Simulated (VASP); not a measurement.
A run of VASP 6.6.1 is set up as follows.

The input INCAR:

```
PREC     = Accurate       # precision mode
ENCUT    = 600            # plane-wave cutoff, eV
EDIFF    = 1E-6           # SCF threshold, eV
ISMEAR   = 0              # smearing method
SIGMA    = 0.1            # smearing width, eV
LREAL    = F              # projectors in reciprocal space
LASPH    = T              # aspherical terms in the spheres
NELM     = 100            # most SCF steps
ALGO     = Normal         # electronic algorithm
ISIF     = 3              # what is computed and relaxed
LWAVE    = F              # write WAVECAR
LCHARG   = F              # write CHGCAR
GGA      = PE             # functional
IBRION   = 2              # ionic algorithm
NSW      = 90             # ionic steps
EDIFFG   = -0.04          # ionic threshold
```

File KPOINTS:

```
regular mesh
0
Gamma
  6 6 1
```

POSCAR

```
Ga3As2P
1.0
    3.8627483300      0.0000000000      0.0000000000
   -1.9313741600      3.3452381800      0.0000000000
    0.0000000000      0.0000000000     19.1027976000
Ga P As
6 2 4
Direct
    0.6666666700      0.3333333300      0.1666848300
    0.6666666700      0.3333333300      0.5000181600
    0.6666666700      0.3333333300      0.8333514900
    0.3333333300      0.6666666700      0.0000181600
    0.3333333300      0.6666666700      0.3333514900
    0.3333333300      0.6666666700      0.6666848300
    0.6666666700      0.3333333300      0.9579818400
    0.3333333300      0.6666666700      0.4579818400
    0.6666666700      0.3333333300      0.2913151800
    0.6666666700      0.3333333300      0.6246485100
    0.3333333300      0.6666666700      0.1246485100
    0.3333333300      0.6666666700      0.7913151800
```

Potentials or basis: VASP PAW PBE potentials, release 64 (Ga_d, P, As).

The run is started by

```bash
$ cat potpaw_PBE.64/Ga_d/POTCAR potpaw_PBE.64/P/POTCAR potpaw_PBE.64/As/POTCAR > POTCAR
$ mpirun -np 1 vasp_std > vasp.out
```

(1) Predict the band gap on the k mesh.

(2) What does it give for the space group after relaxing (to 0.1 Å)?

(3) Estimate the relaxed cell.

Results:

(1) 0.52 eV.

(2) P6_3mc (No. 186).

(3) a = 3.996 Å, b = 3.996 Å, c = 19.746 Å, α = 90.00°, β = 90.00°, γ = 120.00°.

Caveat: semilocal functionals underestimate gaps, and a narrow one can read as zero.
